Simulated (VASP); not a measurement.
# BAs (I-4m2) in VASP: further runs

Runs on BAs. Level: PBE. Tasks: single point.

Program: VASP 6.6.1. These are calculated values, not measurements. Logs are shortened: lines on timing, memory, paths and dates and some standing lists are left out, and cuts for length are marked.

### 1 The cell of the first run

The structure is tetragonal, space group I-4m2 (No. 119). The conventional cell has a = 3.383 Å, b = 3.383 Å, c = 4.555 Å, α = 90.00°, β = 90.00°, γ = 90.00°. B (site symmetry -4m2) has 4 As at 2.04 Å within 2.7 Å. Within 2.7 Å of As (site symmetry -4m2) lie 4 B at 2.04 Å.

### 2 Single point, PBE (uniaxial x strain -4.8%)

INCAR reads:

```
ALGO = Normal
EDIFF = 1E-6
ENCUT = 520
GGA = PE
ISIF = 2
ISMEAR = 0
LASPH = T
LCHARG = T
LELF = T
LREAL = F
LVHAR = T
LWAVE = F
NBANDS = 11
NELM = 80
PREC = Accurate
SIGMA = 0.01
```

KPOINTS reads:

```
k-points
0
Gamma
  6 6 6
```

POSCAR reads:

```
BAs
1.0
    0.0000000000      2.3918699019      2.3918699019
    2.2775385206      0.0000000000      2.3918699019
    2.2775385206      2.3918699019      0.0000000000
B As
1 1
Direct
    0.0000000000      0.0000000000      0.0000000000
    0.2500000000      0.2500000000      0.2500000000
```

Potentials or basis: VASP PAW PBE potentials, release 64 (B, As).

Run with:

```
$ cat potpaw_PBE.64/B/POTCAR potpaw_PBE.64/As/POTCAR > POTCAR
$ mpirun -np 1 vasp_std > vasp.out
```

OUTCAR:

```text
EDIFF = 1E-6
   ENCUT = 520
   GGA = PE
   ISIF = 2
   ISMEAR = 0
   LASPH = T
   LREAL = F
   NELM = 80
   PREC = Accurate

 ion  position               nearest neighbor table
   1  0.000  0.000  0.000-   2 2.04   2 2.04   2 2.04   2 2.04
   2  0.250  0.250  0.250-   1 2.04   1 2.04   1 2.04   1 2.04

  LATTYP: Found a body centered tetragonal cell.
 ALAT       =     3.3826148547
 C/A-ratio  =     1.3466141541

  Lattice vectors:

 A1 = (  -2.2775385206,   0.0000000000,  -2.3918699019)
 A2 = (  -2.2775385206,   0.0000000000,   2.3918699019)
 A3 = (   2.2775385206,   2.3918699019,   0.0000000000)

Analysis of symmetry for initial positions (statically):
=====================================================================
 Subroutine PRICEL returns:
 Original cell was already a primitive cell.

 Routine SETGRP: Setting up the symmetry group for a
 body centered tetragonal supercell.

 Subroutine GETGRP returns: Found  8 space group operations
 (whereof  8 operations were pure point group operations)
 out of a pool of 16 trial point group operations.

The static configuration has the point symmetry D_2d.

Analysis of symmetry for dynamics (positions and initial velocities):
=====================================================================
 Subroutine PRICEL returns:
 Original cell was already a primitive cell.

 Routine SETGRP: Setting up the symmetry group for a
 body centered tetragonal supercell.

 Subroutine GETGRP returns: Found  8 space group operations
 (whereof  8 operations were pure point group operations)
 out of a pool of 16 trial point group operations.

The dynamic configuration has the point symmetry D_2d.

 Subroutine INISYM returns: Found  8 space group operations
 (whereof  8 operations are pure point group operations),
 and found     1 'primitive' translations

----------------------------------------------------------------------------------------

                                     Primitive cell

  volume of cell :      26.0598

  direct lattice vectors                    reciprocal lattice vectors
     0.000000000  2.391869902  2.391869902    -0.219535255  0.209041470  0.209041470
     2.277538521  0.000000000  2.391869902     0.219535255 -0.209041470  0.209041470
     2.277538521  2.391869902  0.000000000     0.219535255  0.209041470 -0.209041470

  length of vectors
     3.382614855  3.302759958  3.302759958     0.368228734  0.368228734  0.368228734

  position of ions in fractional coordinates (direct lattice)
     0.000000000  0.000000000  0.000000000
     0.250000000  0.250000000  0.250000000

  ion indices of the primitive-cell ions
   primitive index   ion index
                 1           1
                 2           2

----------------------------------------------------------------------------------------

 KPOINTS: k-points

Automatic generation of k-mesh.
 Grid dimensions read from file:
 generate k-points for:    6    6    6

 Generating k-lattice:

  Cartesian coordinates                     Fractional coordinates (reciprocal lattice)
    -0.036589209  0.034840245  0.034840245     0.166666667  0.000000000  0.000000000
     0.036589209 -0.034840245  0.034840245     0.000000000  0.166666667 -0.000000000
     0.036589209  0.034840245 -0.034840245     0.000000000 -0.000000000  0.166666667

  Length of vectors
     0.061371456  0.061371456  0.061371456

  Shift w.r.t. Gamma in fractional coordinates (k-lattice)
     0.000000000  0.000000000  0.000000000

 Subroutine IBZKPT returns following result:
 ===========================================

 Found     30 irreducible k-points:

 Following reciprocal coordinates:
            Coordinates               Weight
  0.000000  0.000000  0.000000      1.000000
  0.166667 -0.000000 -0.000000      8.000000
  0.333333 -0.000000 -0.000000      8.000000
  0.500000 -0.000000 -0.000000      4.000000
  0.166667  0.166667  0.000000      4.000000
  0.333333  0.166667 -0.000000     16.000000
[... 16 lines left out ...]
 -0.333333  0.500000  0.166667      4.000000
  0.333333 -0.333333  0.166667      8.000000
 [... further k-points ...]
   k-points           NKPTS =     30   k-points in BZ     NKDIM =     30   number of bands    NBANDS=     11
   number of dos      NEDOS =    301   number of ions     NIONS =      2
   total plane-waves  NPLWV =  21952
   dimension x,y,z NGX =    28 NGY =   28 NGZ =   28
   dimension x,y,z NGXF=    56 NGYF=   56 NGZF=   56
   ions per type =               1   1
   NGX,Y,Z   is equivalent  to a cutoff of  13.76, 14.09, 14.09 a.u.
   NGXF,Y,Z  is equivalent  to a cutoff of  27.52, 28.19, 28.19 a.u.
 SYSTEM =  unknown system
   PREC   = accura    normal or accurate (medium, high low for compatibility)
   ISTART =      0    job   : 0-new  1-cont  2-samecut
   ICHARG =      2    charge: 1-file 2-atom 10-const
   ISPIN  =      1    spin polarized calculation?
   LNONCOLLINEAR =      F non collinear calculations
   LSORBIT =      F    spin-orbit coupling
   LASPH  =      T    aspherical Exc in radial PAW
   ENCUT  =  520.0 eV  38.22 Ry    6.18 a.u.   6.29  6.14  6.14*2*pi/ulx,y,z
   NELM   =     80;   NELMIN=  2; NELMDL= -5     # of ELM steps
   EDIFF  = 0.1E-05   stopping-criterion for ELM
   LREAL  =      F    real-space projection
   EDIFFG = 0.1E-04   stopping-criterion for IOM
   NSW    =      0    number of steps for IOM
   IBRION =     -1    ionic relax: 0-MD 1-quasi-New 2-CG
   NFREE  =      0    steps in history (QN), initial steepest desc. (CG)
   ISIF   =      2    stress and relaxation
   ISYM   =      2    0-nonsym 1-usesym 2-fastsym
   POTIM  = 0.5000    time-step for ionic-motion
   TEBEG  =    0.0;   TEEND  =   0.0 temperature during run
   PSTRESS=    0.0 pullay stress
   NELECT =       8.0000    total number of electrons
   NUPDOWN=      -1.0000    fix difference up-down
   EMIN   =  10.00;   EMAX   =-10.00  energy-range for DOS
   EFERMI =   0.00;   METHOD = LEGACY
   ISMEAR =     0;   SIGMA  =   0.01  broadening in eV -4-tet -1-fermi 0-gaus
   EFERMI_NEDOS =   21; number of points for ismear=-14 and -15
   IALGO  =     38    algorithm
   IMIX   =      4    mixing-type and parameters
     AMIX     =   0.40;   BMIX     =  1.00
     AMIX_MAG =   1.60;   BMIX_MAG =  1.00
  volume/ion in A,a.u.               =      13.03        87.93
  Fermi-wavevector in a.u.,A,eV,Ry     =   1.104370  2.086956 16.594112  1.219633
  Thomas-Fermi vector in A             =   2.240842
   LORBIT       =      0    0 simple, 1 ext, 2 COOP (PROOUT), +10 PAW based schemes
   GGA     = PE    functional components
   LHFCALC =     F    Hartree Fock is set to
   AEXX    =    0.0000 exact exchange contribution
   IVDW    =     0    specifies the selected vdW correction
   LEPSILON=     F    determine dielectric tensor
   LRPA    =     F    only Hartree local field effects (RPA)
 non-spin polarized calculation
 Gauss-broadening in eV      SIGMA  =   0.01
  energy-cutoff  :      520.00
  volume of cell :       26.06
 maximum number of plane-waves:       717
 NGX is ok and might be reduce to    28
   NGX = 13   NGY = 13   NGZ = 13

 number of electron       8.0000000 magnetization

 Free energy of the ion-electron system (eV)
  ---------------------------------------------------
  ext. energy  EPLUGINS =         0.00000000
  ---------------------------------------------------
  free energy    TOTEN  =       -11.30976391 eV

  energy without entropy =      -11.30976391  energy(sigma->0) =      -11.30976391

 E-fermi :   7.0204     XC(G=0): -10.7791

 val. band max:        6.9445626738   @ k =   0.0000   0.0000   0.0000
 cond. band min:       7.4464312680   @ k =   0.0000   0.3333   0.3333
 fundamental gap:      0.5018685942
 Fermi energy:         7.0204042453

 k-point     1 :       0.0000    0.0000    0.0000
  band No.  band energies     occupation
      1      -9.1814      2.00000
      2       6.4840      2.00000
      3       6.4840      2.00000
      4       6.9446      2.00000
      5       9.7708      0.00000
      6      10.0920      0.00000
      7      10.0920      0.00000
      8      11.8762      0.00000
      9      16.4545      0.00000
     10      19.0867      0.00000
     11      20.2930      0.00000

 k-point     2 :       0.1667   -0.0000   -0.0000
  band No.  band energies     occupation
      1      -8.7086      2.00000
      2       3.6013      2.00000
      3       5.7329      2.00000
      4       6.1199      2.00000
      5      10.0400      0.00000
      6      10.9313      0.00000
      7      10.9509      0.00000
      8      13.6886      0.00000
      9      17.6682      0.00000
     10      17.7689      0.00000
     11      18.4705      0.00000

 k-point     3 :       0.3333   -0.0000   -0.0000
  band No.  band energies     occupation
      1      -7.3787      2.00000
      2      -0.3198      2.00000
      3       4.7965      2.00000
      4       5.3152      2.00000
      5       9.6360      0.00000
      6      11.3906      0.00000
      7      11.7934      0.00000
      8      15.5331      0.00000
      9      18.1582      0.00000
     10      18.9141      0.00000
     11      19.1320      0.00000

 k-point     4 :       0.5000   -0.0000   -0.0000
  band No.  band energies     occupation
      1      -6.1379      2.00000
      2      -2.4853      2.00000
      3       4.4488      2.00000
      4       5.0287      2.00000
      5       9.4515      0.00000
      6      11.2461      0.00000
      7      11.8395      0.00000
      8      15.6167      0.00000
      9      19.5776      0.00000
     10      21.3870      0.00000
     11      21.8395      0.00000
[... 239 lines left out ...]
 k-point    22 :       0.3333    0.5000    0.1667
  band No.  band energies     occupation
      1      -6.2848      2.00000
      2      -0.3583      2.00000
      3       1.5188      2.00000
      4       3.2663      2.00000
      5      10.8502      0.00000
      6      12.2140      0.00000
      7      13.3114      0.00000
      8      15.4014      0.00000
      9      18.2527      0.00000
     10      20.6930      0.00000
     11      23.1537      0.00000

 k-point    23 :      -0.3333    0.5000    0.1667
  band No.  band energies     occupation
      1      -4.6778      2.00000
      2      -1.8930      2.00000
      3       1.3691      2.00000
      4       1.5828      2.00000
      5      10.5143      0.00000
      6      10.8543      0.00000
      7      14.9571      0.00000
      8      15.1798      0.00000
      9      19.6636      0.00000
     10      23.1319      0.00000
     11      23.2037      0.00000

 k-point    24 :       0.3333   -0.3333    0.1667
  band No.  band energies     occupation
      1      -5.1868      2.00000
      2      -1.7090      2.00000
      3       0.8943      2.00000
      4       2.5845      2.00000
      5      11.4454      0.00000
      6      12.6383      0.00000
      7      14.6182      0.00000
      8      16.2436      0.00000
      9      16.7375      0.00000
     10      20.9634      0.00000
     11      22.8729      0.00000

 [... further k-points ...]
[... 5 lines left out ...]
  --------------------------------------------------------------------------------------
  -------------------------------------------------------------------------------------
  Total        2.7560208      1.2014275      1.2014275      0.0000000      0.0000000     -0.0000000
  in kB      169.4424587     73.8647633     73.8647633      0.0000000      0.0000000     -0.0000000
  external PRESSURE =     105.7239951 kB  Pullay stress =       0.0000000 kB

 VOLUME and BASIS-vectors are now :
 -----------------------------------------------------------------------------
  energy-cutoff  :      520.00
  volume of cell :       26.06
      direct lattice vectors                 reciprocal lattice vectors
     0.000000000  2.391869902  2.391869902    -0.219535255  0.209041470  0.209041470
     2.277538521  0.000000000  2.391869902     0.219535255 -0.209041470  0.209041470
     2.277538521  2.391869902  0.000000000     0.219535255  0.209041470 -0.209041470

 POSITION                                       TOTAL-FORCE (eV/Angst)
 -----------------------------------------------------------------------------------
      0.00000      0.00000      0.00000        -0.000000     -0.000000     -0.000000
      1.13877      1.19593      1.19593         0.000000      0.000000      0.000000
 -----------------------------------------------------------------------------------
    total drift:                               -0.000000     -0.000000     -0.000000

  FREE ENERGIE OF THE ION-ELECTRON SYSTEM (eV)
  ---------------------------------------------------
  free  energy   TOTEN  =       -11.3097639083 eV

  energy  without entropy=      -11.3097639083  energy(sigma->0) =      -11.30976391
```

Wall time 9.7 s (1 thread of Intel Xeon 8259CL, shared host); peak memory 0.16 GiB.

Results:

| Property | Result |
| --- | --- |
| Free energy | -11.3098 eV |
| Pressure | 10.6 GPa |
| Band gap on the k mesh | 0.50 eV, indirect (least direct gap 2.83 eV) |

Caveat: the cell differs from its parent crystal (uniaxial x strain -4.8%). A k mesh can miss the band edges.

### 3 Single point, PBE (uniaxial x strain -4.8%)

INCAR reads:

```
SYSTEM = BAs
PREC     = Accurate       ! precision mode
ENCUT    = 520            ! plane-wave cutoff, eV
EDIFF    = 1E-7           ! SCF threshold, eV
ISMEAR   = -1             ! smearing method
SIGMA    = 0.02           ! smearing width, eV
LREAL    = .FALSE.        ! projectors in reciprocal space
LASPH    = .TRUE.         ! aspherical terms in the spheres
NELM     = 80             ! most SCF steps
ALGO     = Normal         ! electronic algorithm
ISIF     = 2              ! what is computed and relaxed
LWAVE    = .FALSE.        ! write WAVECAR
LCHARG   = .FALSE.        ! write CHGCAR
GGA      = PE             ! functional
NBANDS   = 11             ! bands
```

KPOINTS reads:

```
regular mesh
0
G
  10 10 10
  0 0 0
```

POSCAR is that of step 2.

Potentials or basis: VASP PAW PBE potentials, release 64 (B, As).

Run with:

```
$ cat potpaw_PBE.64/B/POTCAR potpaw_PBE.64/As/POTCAR > POTCAR
$ mpirun -np 1 vasp_std > vasp.out
```

Run time: 65 s. Hardware: 1 thread of Intel Xeon 8259CL, shared host; peak memory 0.18 GiB.

It converged, with:

```yaml
Free_energy: -11.3286 eV
Pressure: 10.5 GPa
Band_gap_on_the_k_mesh: 0.39 eV, indirect (least direct gap 2.83 eV)
```

Stress tensor (GPa, compression positive):
```
16.97  0.00  0.00
 0.00  7.31  0.00
 0.00  0.00  7.31
```

Levels at points of the mesh, in eV from the valence-band top:
```
           k point  band 2  band 3  band 4  band 5  band 6  band 7
(0.00, 0.00, 0.00)   -0.46   -0.46    0.00    2.83    3.15    3.15
(0.50, 0.00, 0.00)   -9.43   -2.49   -1.92    2.51    4.30    4.90
(0.50, 0.50, 0.00)   -9.23   -4.45   -4.36    1.27    1.32   11.02
(0.00, 0.50, 0.50)   -8.81   -4.89   -4.89    0.67    0.68   11.50
```

Caveat: the cell differs from its parent crystal (uniaxial x strain -4.8%).
